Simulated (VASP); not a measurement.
A run of VASP 6.6.1:

Contents of INCAR:

```
SYSTEM = KNaICl
PREC = Accurate
ENCUT = 520
EDIFF = 1E-7
ISMEAR = 0
SIGMA = 0.05
LREAL = .FALSE.
LASPH = .TRUE.
NELM = 60
ALGO = Normal
ISIF = 2
LWAVE = .FALSE.
LCHARG = .FALSE.
NBANDS = 23
```

Contents of KPOINTS:

```
Automatic mesh
0
G
  6 6 4
  0 0 0
```

The input POSCAR:

```
KNaICl
1.0
    4.4787923021      0.0000000000      0.0000000000
    0.0000000000      4.4787923021      0.0000000000
    0.0000000000      0.0000000000      6.0230159778
K Na I Cl
1 1 1 1
Direct
    0.5000000000      0.5000000000      0.5000000000
    0.0000000000      0.0000000000      0.0000000000
    0.5000000000      0.5000000000      0.0000000000
    0.0000000000      0.0000000000      0.5000000000
```

Potentials or basis: VASP PAW LDA potentials, release 64 (K_sv, Na_pv, I, Cl).

Launch:

```sh
$ cat potpaw_LDA.64/K_sv/POTCAR potpaw_LDA.64/Na_pv/POTCAR potpaw_LDA.64/I/POTCAR potpaw_LDA.64/Cl/POTCAR > POTCAR
$ mpirun -np 1 vasp_std > vasp.out
```

Hardware: 1 thread of Intel(R) Xeon(R) Platinum 8488C (Sapphire Rapids) (shared host).

How long does it take, and how much memory?

It took 56 s on 1 thread of Intel(R) Xeon(R) Platinum 8488C (Sapphire Rapids), with other jobs on the host, peak memory 0.25 GiB. Counts: scf iterations 15, k points 30.
